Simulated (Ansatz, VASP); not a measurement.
SnTe in VASP and in Ansatz

Contents of INCAR:

```
SYSTEM = SnTe
PREC = Accurate
ENCUT = 600
EDIFF = 1E-6
ISMEAR = 0
SIGMA = 0.1
LREAL = .FALSE.
LASPH = .TRUE.
NELM = 60
ALGO = Normal
ISIF = 3
LWAVE = .FALSE.
LCHARG = .FALSE.
GGA = PE
IBRION = 2
NSW = 100
EDIFFG = -0.01
```

Contents of KPOINTS:

```
Automatic mesh
0
G
  16 16 16
  0 0 0
```

File POSCAR:

```
SnTe
1.0
    0.0000000000      3.1858129500      3.1858129500
    3.1858129500      0.0000000000      3.1858129500
    3.1858129500      3.1858129500      0.0000000000
Sn Te
1 1
Direct
    0.0000000000      0.0000000000      0.0000000000
    0.5000000000      0.5000000000      0.5000000000
```

Input for Ansatz:

```yaml
crystal:
  lattice:
    - [0.0, 3.18581295, 3.18581295]
    - [3.18581295, 0.0, 3.18581295]
    - [3.18581295, 3.18581295, 0.0]
  atoms:
    - { symbol: Sn, position: [0.0, 0.0, 0.0] }
    - { symbol: Te, position: [0.5, 0.5, 0.5] }
basis:
  ecutwfc: 420
kpoints:
  mp_grid: { grid: [16, 16, 16] }
hamiltonian:
  xc: pbe
scf:
  occupations: { method: gaussian, width: 0.1 }
output:
  forces: true
  stress: true
  eigenvalues: true
relax:
  adjacent_minimum: "off"
  f_tol: 0.01
  max_steps: 80
  cell: { stress_tol: 0.05 }
```

Alike in both runs: task relaxation of cell and atoms; functional PBE; k mesh 16 × 16 × 16; occupations gaussian, width 0.1 eV; no spin polarisation.

|  | VASP | Ansatz |
| --- | --- | --- |
| version | VASP 6.6.1 | Ansatz 0.2.0 |
| potentials or method | VASP PAW PBE potentials, release 64 (Sn_d, Te), cutoff 600 eV | scalar-relativistic, plane waves, PAW |
| valence electrons in the cell | 20 | 30 |

```tsv
	VASP	Ansatz	Ansatz less VASP
gap on the k mesh at the Fermi level, each at its own relaxed structure (eV)	0.05	0.05	+0.001
relaxed volume (Å³/atom)	32.92	32.92	+0.003
relaxed length of the cell vector where the two differ most in proportion (Å)	4.532	4.532	+0.0001
```

VASP's potentials hold 20 valence electrons a cell and Ansatz's 30, so a difference there can come from the potentials and not from the codes.

Neither program's run includes spin-orbit coupling.
